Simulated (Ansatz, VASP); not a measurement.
**Two plane-wave programs on BaTa3O2**

```
CELL_PARAMETERS angstrom
6.84037 0.00000 0.00000
-3.42018 5.92393 0.00000
0.00000 0.00000 3.10682
ATOMIC_POSITIONS crystal
Ba 0.00000 0.00000 0.50000
Ta 0.50000 0.00000 0.00000
Ta 0.00000 0.50000 0.00000
Ta 0.50000 0.50000 0.00000
O 0.33333 0.66667 0.00000
O 0.66667 0.33333 0.00000
```

Alike in both runs: functional PBE; k mesh 6 × 6 × 4; occupations gaussian, width 0.1 eV; no spin polarisation.

Ansatz relaxed the structure, and its values are those at the end. VASP's run is a single point on that final structure, the one shown.

```csv
,VASP,Ansatz
version,VASP 6.6.1,Ansatz 0.2.0
potentials or method,"VASP PAW PBE potentials, release 64 (Ba_sv, Ta_pv, O), cutoff 520 eV","scalar-relativistic, plane waves, PAW"
valence electrons in the cell,55,61
```

Ansatz gave:

```
gap on the k mesh at the Fermi level (eV) : none
pressure (GPa)                            : 0.2
```

Q: What did VASP give for the same quantities?

A: gap on the k mesh at the Fermi level (eV): none; pressure (GPa): 0.7.

A gap of «none» marks a metal or a gap that the smearing closes. VASP's potentials hold 55 valence electrons a cell and Ansatz's 61, so a difference there can come from the potentials and not from the codes.

The k mesh is coarse, so the values compare programs but aren't converged. Neither program's run includes spin-orbit coupling.
